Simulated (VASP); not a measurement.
# NiO (Fm-3m) in VASP: single point with PBE+U

Aim: the single point of NiO with PBE+U.

All numbers are computed with VASP 6.6.1; they aren't measurements. Logs are shortened: lines on timing, memory, paths and dates and some standing lists are left out, and cuts for length are marked.

## Step 1: The cell of the first run

It takes space group Fm-3m (No. 225, cubic). Conventional cell: a = 4.172 Å, b = 4.172 Å, c = 4.172 Å, α = 90.00°, β = 90.00°, γ = 90.00°. Ni (site symmetry m-3m) has 6 O at 2.09 Å within 2.8 Å. O (site symmetry m-3m) has 6 Ni at 2.09 Å within 2.8 Å.

## Step 2: Single point, PBE+U, collinear spin, antiferromagnetic start

Contents of INCAR:

```
ALGO = Normal ; EDIFF = 1E-6
ENCUT = 700 ; GGA = PE
GGA_COMPAT = False ; ISIF = 2
ISMEAR = 0 ; ISPIN = 2
LASPH = True ; LCHARG = False
LDAU = True ; LDAUJ = 0 0
LDAUL = 2 -1 ; LDAUPRINT = 1
LDAUTYPE = 2 ; LDAUU = 6.2 0
LMAXMIX = 4 ; LORBIT = 11
LREAL = False ; LWAVE = False
MAGMOM = 2 -2 0 0 ; NBANDS = 36
NELM = 200 ; PREC = Accurate
SIGMA = 0.05
```

Contents of KPOINTS:

```
k-points
0
Gamma
  5 5 4
```

Contents of POSCAR:

```
NiO
1.0
    0.0000000000      2.0859016414     -2.0859016414
    0.0000000000      2.0859016414      2.0859016414
    4.1718032828      0.0000000000      0.0000000000
Ni O
2 2
Direct
    0.0000000000      0.0000000000      0.0000000000
    0.5000000000      0.5000000000      0.5000000000
    0.0000000000      1.0000000000      0.5000000000
    0.5000000000      1.5000000000      1.0000000000
```

Potentials or basis: VASP PAW PBE potentials, release 64 (Ni_sv_GW, O).

On the command line:

```
$ cat potpaw_PBE.64/Ni_sv_GW/POTCAR potpaw_PBE.64/O/POTCAR > POTCAR
$ mpirun -np 1 vasp_std > vasp.out
```

OUTCAR:

```text
EDIFF = 1E-6
   ENCUT = 700
   GGA = PE
   ISIF = 2
   ISMEAR = 0
   ISPIN = 2
   LASPH = True
   LORBIT = 11
   LREAL = False
   NELM = 200
   PREC = Accurate

 ion  position               nearest neighbor table
   1  0.000  0.000  0.000-   3 2.09   4 2.09   3 2.09   4 2.09   4 2.09   4 2.09
   2  0.500  0.500  0.500-   3 2.09   4 2.09   4 2.09   3 2.09   3 2.09   3 2.09
   3  0.000  0.000  0.500-   1 2.09   2 2.09   1 2.09   2 2.09   2 2.09   2 2.09
   4  0.500  0.500  0.000-   1 2.09   2 2.09   2 2.09   1 2.09   1 2.09   1 2.09

  LATTYP: Found a simple tetragonal cell.
 ALAT       =     2.9499103910
 C/A-ratio  =     1.4142135624

  Lattice vectors:

 A1 = (   0.0000000000,   2.0859016414,  -2.0859016414)
 A2 = (   0.0000000000,   2.0859016414,   2.0859016414)
 A3 = (   4.1718032828,   0.0000000000,   0.0000000000)

Analysis of symmetry for initial positions (statically):
=====================================================================
 Subroutine PRICEL returns following result:

  LATTYP: Found a face centered cubic cell.
 ALAT       =     4.1718032828
[... 12 lines left out ...]
 Subroutine GETGRP returns: Found 16 space group operations
 (whereof 16 operations were pure point group operations)
 out of a pool of 16 trial point group operations.

The static configuration has the point symmetry D_4h.

Analysis of symmetry for dynamics (positions and initial velocities):
=====================================================================
 Subroutine PRICEL returns following result:

  LATTYP: Found a face centered cubic cell.
 ALAT       =     4.1718032828
[... 12 lines left out ...]
 Subroutine GETGRP returns: Found 16 space group operations
 (whereof 16 operations were pure point group operations)
 out of a pool of 16 trial point group operations.

The dynamic configuration has the point symmetry D_4h.

Analysis of structural, dynamic, and magnetic symmetry:
=====================================================================
 Subroutine PRICEL returns following result:

  LATTYP: Found a face centered cubic cell.
 ALAT       =     4.1718032828
[... 12 lines left out ...]
 Subroutine GETGRP returns: Found 16 space group operations
 (whereof 16 operations were pure point group operations)
 out of a pool of 16 trial point group operations.

The overall configuration has the point symmetry D_4h.

 Subroutine INISYM returns: Found 16 space group operations
 (whereof 16 operations are pure point group operations),
 and found     2 'primitive' translations

----------------------------------------------------------------------------------------

                                     Primitive cell

  volume of cell :      18.1515

  direct lattice vectors                    reciprocal lattice vectors
    -2.085901641 -2.085901641  0.000000000    -0.239704495 -0.239704495  0.239704495
    -2.085901641  0.000000000 -2.085901641    -0.239704495  0.239704495 -0.239704495
     0.000000000 -2.085901641 -2.085901641     0.239704495 -0.239704495 -0.239704495

  length of vectors
     2.949910391  2.949910391  2.949910391     0.415180364  0.415180364  0.415180364

  position of ions in fractional coordinates (direct lattice)
     0.000000000  0.000000000  0.000000000
     0.500000000  0.500000000  0.500000000

  ion indices of the primitive-cell ions
   primitive index   ion index
                 1           1
                 2           3

----------------------------------------------------------------------------------------

 KPOINTS: k-points

Automatic generation of k-mesh.
 Grid dimensions read from file:
 generate k-points for:    5    5    4

 Generating k-lattice:

  Cartesian coordinates                     Fractional coordinates (reciprocal lattice)
     0.000000000  0.047940899 -0.047940899     0.200000000  0.000000000  0.000000000
     0.000000000  0.047940899  0.047940899     0.000000000  0.200000000  0.000000000
     0.059926124  0.000000000  0.000000000     0.000000000  0.000000000  0.250000000

  Length of vectors
     0.067798670  0.067798670  0.059926124

  Shift w.r.t. Gamma in fractional coordinates (k-lattice)
     0.000000000  0.000000000  0.000000000

 Subroutine IBZKPT returns following result:
 ===========================================

[... 76 lines left out ...]
 Gauss-broadening in eV      SIGMA  =   0.05
  energy-cutoff  :      700.00
  volume of cell :       36.30
 maximum number of plane-waves:      1546
 NGX is ok and might be reduce to    28
   NGX = 13   NGY = 13   NGZ = 17

 number of electron      48.0000000 magnetization      -0.0000000

atom =   1  type =  1  l = 2

 onsite density matrix

spin component  1

  0.9388  0.0000 -0.0000 -0.0000 -0.0000
  0.0000  0.9387 -0.0000 -0.0000  0.0000
 -0.0000 -0.0000  0.9701 -0.0000  0.0001
 -0.0000 -0.0000 -0.0000  0.9388 -0.0000
 -0.0000  0.0000  0.0001 -0.0000  0.9700

spin component  2

  0.9315  0.0000  0.0000 -0.0000  0.0000
  0.0000  0.9314 -0.0000 -0.0000  0.0000
  0.0000 -0.0000  0.0949  0.0000  0.0005
 -0.0000 -0.0000  0.0000  0.9315  0.0000
  0.0000  0.0000  0.0005  0.0000  0.0943

 occupancies and eigenvectors

  o =  0.0940  v =  0.0000  0.0000  0.0000  0.0000  0.0000  0.0000 -0.0000 -0.5000  0.0000  0.8660      0.0000  0.0000  0.0000  0.0000  0.0000  0.0000  0.0000  0.0000  0.0000  0.0000
  o =  0.0952  v =  0.0000  0.0000  0.0000  0.0000  0.0000  0.0000 -0.0000 -0.8660  0.0000 -0.5000      0.0000  0.0000  0.0000  0.0000  0.0000  0.0000  0.0000  0.0000  0.0000  0.0000
  o =  0.9314  v =  0.0000  0.0000  0.0000  0.0000  0.0000  0.0000 -1.0000 -0.0000  0.0000  0.0000      0.0000  0.0000  0.0000  0.0000  0.0000  0.0000  0.0000  0.0000  0.0000  0.0000
  o =  0.9315  v =  0.0000  0.0000  0.0000  0.0000  0.0000  0.0000 -0.0000  0.0000 -1.0000  0.0000      0.0000  0.0000  0.0000  0.0000  0.0000  0.0000  0.0000  0.0000  0.0000  0.0000
  o =  0.9315  v =  0.0000  0.0000  0.0000  0.0000  0.0000  1.0000  0.0000  0.0000  0.0000  0.0000      0.0000  0.0000  0.0000  0.0000  0.0000  0.0000  0.0000  0.0000  0.0000  0.0000
  o =  0.9387  v =  0.0000  1.0000  0.0000 -0.0000  0.0000  0.0000  0.0000  0.0000  0.0000  0.0000      0.0000  0.0000  0.0000  0.0000  0.0000  0.0000  0.0000  0.0000  0.0000  0.0000
  o =  0.9388  v =  0.0000  0.0000 -0.0000  1.0000  0.0000  0.0000  0.0000  0.0000  0.0000  0.0000      0.0000  0.0000  0.0000  0.0000  0.0000  0.0000  0.0000  0.0000  0.0000  0.0000
  o =  0.9388  v =  1.0000  0.0000  0.0000  0.0000  0.0000  0.0000  0.0000  0.0000  0.0000  0.0000      0.0000  0.0000  0.0000  0.0000  0.0000  0.0000  0.0000  0.0000  0.0000  0.0000
  o =  0.9700  v =  0.0000  0.0000  0.5000  0.0000 -0.8660  0.0000  0.0000  0.0000  0.0000  0.0000      0.0000  0.0000  0.0000  0.0000  0.0000  0.0000  0.0000  0.0000  0.0000  0.0000
  o =  0.9702  v =  0.0000  0.0000 -0.8660 -0.0000 -0.5000  0.0000  0.0000  0.0000  0.0000  0.0000      0.0000  0.0000  0.0000  0.0000  0.0000  0.0000  0.0000  0.0000  0.0000  0.0000

atom =   2  type =  1  l = 2

 onsite density matrix

spin component  1

  0.9315  0.0000 -0.0000  0.0000 -0.0000
  0.0000  0.9314 -0.0000  0.0000 -0.0000
 -0.0000 -0.0000  0.0949 -0.0000  0.0005
  0.0000  0.0000 -0.0000  0.9315  0.0000
 -0.0000 -0.0000  0.0005  0.0000  0.0943

spin component  2

  0.9388  0.0000  0.0000  0.0000 -0.0000
  0.0000  0.9387 -0.0000 -0.0000 -0.0000
  0.0000 -0.0000  0.9701  0.0000  0.0001
  0.0000 -0.0000  0.0000  0.9388 -0.0000
 -0.0000 -0.0000  0.0001 -0.0000  0.9700

 occupancies and eigenvectors

  o =  0.0940  v =  0.0000 -0.0000 -0.5000  0.0000  0.8660  0.0000  0.0000  0.0000  0.0000  0.0000      0.0000  0.0000  0.0000  0.0000  0.0000  0.0000  0.0000  0.0000  0.0000  0.0000
  o =  0.0952  v =  0.0000  0.0000  0.8660  0.0000  0.5000  0.0000  0.0000  0.0000  0.0000  0.0000      0.0000  0.0000  0.0000  0.0000  0.0000  0.0000  0.0000  0.0000  0.0000  0.0000
  o =  0.9314  v =  0.0000 -1.0000 -0.0000 -0.0000 -0.0000  0.0000  0.0000  0.0000  0.0000  0.0000      0.0000  0.0000  0.0000  0.0000  0.0000  0.0000  0.0000  0.0000  0.0000  0.0000
  o =  0.9315  v =  0.0000 -0.0000  0.0000  1.0000 -0.0000  0.0000  0.0000  0.0000  0.0000  0.0000      0.0000  0.0000  0.0000  0.0000  0.0000  0.0000  0.0000  0.0000  0.0000  0.0000
  o =  0.9315  v =  1.0000  0.0000  0.0000  0.0000  0.0000  0.0000  0.0000  0.0000  0.0000  0.0000      0.0000  0.0000  0.0000  0.0000  0.0000  0.0000  0.0000  0.0000  0.0000  0.0000
  o =  0.9387  v =  0.0000  0.0000  0.0000  0.0000  0.0000  0.0000  1.0000 -0.0000 -0.0000  0.0000      0.0000  0.0000  0.0000  0.0000  0.0000  0.0000  0.0000  0.0000  0.0000  0.0000
  o =  0.9388  v =  0.0000  0.0000  0.0000  0.0000  0.0000  1.0000  0.0000  0.0000  0.0000  0.0000      0.0000  0.0000  0.0000  0.0000  0.0000  0.0000  0.0000  0.0000  0.0000  0.0000
  o =  0.9388  v =  0.0000  0.0000  0.0000  0.0000  0.0000  0.0000  0.0000 -0.0000  1.0000 -0.0000      0.0000  0.0000  0.0000  0.0000  0.0000  0.0000  0.0000  0.0000  0.0000  0.0000
  o =  0.9700  v =  0.0000  0.0000  0.0000  0.0000  0.0000  0.0000  0.0000  0.5000  0.0000 -0.8660      0.0000  0.0000  0.0000  0.0000  0.0000  0.0000  0.0000  0.0000  0.0000  0.0000
  o =  0.9702  v =  0.0000  0.0000  0.0000  0.0000  0.0000  0.0000 -0.0000 -0.8660 -0.0000 -0.5000      0.0000  0.0000  0.0000  0.0000  0.0000  0.0000  0.0000  0.0000  0.0000  0.0000

 number of electron      48.0000017 magnetization       0.0000000

 Free energy of the ion-electron system (eV)
  ---------------------------------------------------
  ext. energy  EPLUGINS =         0.00000000
  ---------------------------------------------------
  free energy    TOTEN  =       -20.41607881 eV

  energy without entropy =      -20.41607881  energy(sigma->0) =      -20.41607881

 E-fermi :   6.7853     XC(G=0): -13.0313

 val. band max:        6.3232218767   @ k =   0.4000   0.0000   0.5000
 cond. band min:       8.8706909067   @ k =   0.0000   0.0000   0.0000
 fundamental gap:      2.5474690301
 Fermi energy:         6.7852978897

 spin component 1

 k-point     1 :       0.0000    0.0000    0.0000
  band No.  band energies     occupation
      1     -97.7386      1.00000
      2     -95.4511      1.00000
      3     -58.1322      1.00000
      4     -58.1221      1.00000
      5     -58.1221      1.00000
      6     -55.8992      1.00000
[... 691 lines left out ...]
     35      28.8401      0.00000
     36      28.9593      0.00000
 Fermi energy:         6.7852978897

 spin component 2

 k-point     1 :       0.0000    0.0000    0.0000
  band No.  band energies     occupation
      1     -97.7386      1.00000
      2     -95.4511      1.00000
      3     -58.1322      1.00000
      4     -58.1221      1.00000
      5     -58.1221      1.00000
      6     -55.8992      1.00000
[... 691 lines left out ...]
     35      28.9053      0.00000
     36      28.9629      0.00000

------------------------ aborting loop because EDIFF is reached ----------------------------------------

  FORCE on cell =-STRESS in cart. coord.  units (eV):
  Direction    XX          YY          ZZ          XY          YZ          ZX
  --------------------------------------------------------------------------------------
  -------------------------------------------------------------------------------------
  Total        2.6138841      2.6437710      2.6437710      0.0000000      0.0000000      0.0000000
  in kB      115.3600530    116.6790665    116.6790665      0.0000000      0.0000000      0.0000000
  external PRESSURE =     116.2393953 kB  Pullay stress =       0.0000000 kB

 VOLUME and BASIS-vectors are now :
 -----------------------------------------------------------------------------
  energy-cutoff  :      700.00
  volume of cell :       36.30
      direct lattice vectors                 reciprocal lattice vectors
     0.000000000  2.085901641 -2.085901641     0.000000000  0.239704495 -0.239704495
     0.000000000  2.085901641  2.085901641     0.000000000  0.239704495  0.239704495
     4.171803283  0.000000000  0.000000000     0.239704495  0.000000000  0.000000000

 POSITION                                       TOTAL-FORCE (eV/Angst)
 -----------------------------------------------------------------------------------
      0.00000      0.00000      0.00000         0.000000     -0.000000     -0.000000
      2.08590      2.08590      0.00000        -0.000000      0.000000      0.000000
      2.08590      0.00000      0.00000         0.000000      0.000000     -0.000000
      0.00000      2.08590      0.00000         0.000000      0.000000     -0.000000
 -----------------------------------------------------------------------------------
    total drift:                                0.000000      0.000000      0.000000

  FREE ENERGIE OF THE ION-ELECTRON SYSTEM (eV)
  ---------------------------------------------------
  free  energy   TOTEN  =       -20.4160788146 eV

  energy  without entropy=      -20.4160788146  energy(sigma->0) =      -20.41607881

 total charge

# of ion       s       p       d       f       tot
--------------------------------------------------
    1        2.162   6.232   7.714   0.010  16.118
    2        2.162   6.232   7.714   0.010  16.118
    3        1.544   3.506   0.000   0.000   5.050
    4        1.544   3.506   0.000   0.000   5.050
--------------------------------------------------
tot          7.411  19.477  15.428   0.020  42.336

 magnetization (x)

# of ion       s       p       d       f       tot
--------------------------------------------------
    1        0.012   0.015   1.770   0.001   1.798
    2       -0.012  -0.015  -1.770  -0.001  -1.798
    3       -0.008  -0.052   0.000   0.000  -0.060
    4        0.008   0.052   0.000   0.000   0.060
--------------------------------------------------
tot          0.000   0.000   0.000  -0.000   0.000
```

Run time: 51 s. Hardware: 1 thread of Intel Xeon 6975P-C (Granite Rapids), shared host; peak memory 0.21 GiB.

What came out:

```
Free energy                                           : -20.4161 eV
Pressure                                              : 11.6 GPa
Band gap on the k mesh                                : 2.55 eV
Net moment                                            : 0.00 μB per cell
Site moments                                          : Ni +1.80, -1.80; O -0.06, +0.06 μB
Valence electrons inside the program's atomic spheres : Ni 16.12; O 5.05
```

Eigenvalues of the final occupation matrices:
| site | spin | trace | eigenvalues |
| --- | --- | --- | --- |
| site 1 d | 1 | 4.76 | 0.94 0.94 0.94 0.97 0.97 |
| site 1 d | 2 | 2.98 | 0.09 0.10 0.93 0.93 0.93 |
| site 2 d | 1 | 2.98 | 0.09 0.10 0.93 0.93 0.93 |
| site 2 d | 2 | 4.76 | 0.94 0.94 0.94 0.97 0.97 |

Caveat: the k points lie up to 0.43 Å⁻¹ apart. The state reached can hang on the start; a lower one may exist.
